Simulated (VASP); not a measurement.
Set up this calculation in VASP 6.6.1, as the native input.

```
Task                   : single point
Functional             : PBEsol
Potentials or basis    : VASP PAW PBE potentials, release 64 (Al, As)
Cutoff                 : 400 eV
k mesh                 : 4 × 4 × 1
Occupations            : fermi-dirac, width 0.15 eV
Spin                   : no spin polarisation
Dipole correction      : yes
Electric field (eV/Å)  : -0.05
Further INCAR settings : ALGO = Normal; EDIFF = 1e-06; NBANDS = 16; NELMDL = -8; EFIELD = 0.05
```

The structure of AlAs lies in POSCAR:

```
AlAs
1.0
    3.7454820000      0.0000000000      0.0000000000
    1.8727410000      3.2436825614      0.0000000000
    0.0000000000      0.0000000000     18.5872598704
Al As
2 2
Direct
    0.6666666667      0.6666666667      0.4588673469
    0.0000000000      0.0000000000      0.6233979592
    0.0000000000      0.0000000000      0.3766020408
    0.3333333333      0.3333333333      0.5411326531
```

The input as run:

INCAR

```
SYSTEM = AlAs
ALGO = Normal
DIPOL = 0.5 0.5 0.500
EDIFF = 1E-6
EFIELD = 0.05
ENCUT = 400
GGA = PS
GGA_COMPAT = .False.
IDIPOL = 3
ISIF = 2
ISMEAR = -1
LASPH = .True.
LCHARG = .False.
LDIPOL = .True.
LREAL = .False.
LWAVE = .False.
NBANDS = 16
NELM = 120
NELMDL = -8
PREC = Accurate
SIGMA = 0.15
```

KPOINTS

```
k-points
0
Gamma
  4 4 1
  0 0 0
```

Potentials or basis: VASP PAW PBE potentials, release 64 (Al, As).

Launch:

```sh
$ cat potpaw_PBE.64/Al/POTCAR potpaw_PBE.64/As/POTCAR > POTCAR
$ mpirun -np 1 vasp_std > vasp.out
```

It gave:

```json
{
  "Largest force": "0.546 eV/Å",
  "Band gap on the k mesh": "zero (band 8 reaches -0.27 eV, above the bottom of band 9 at -1.35 eV)"
}
```

Caveat: the k points lie up to 0.48 Å⁻¹ apart; the PAW data sets were made with another functional, which shifts forces and pressure a little.

Run time: 26 s on 1 thread of Intel(R) Xeon(R) Platinum 8375C CPU @ 2.90GHz (Ice Lake) (shared host), peak memory 0.24 GiB.
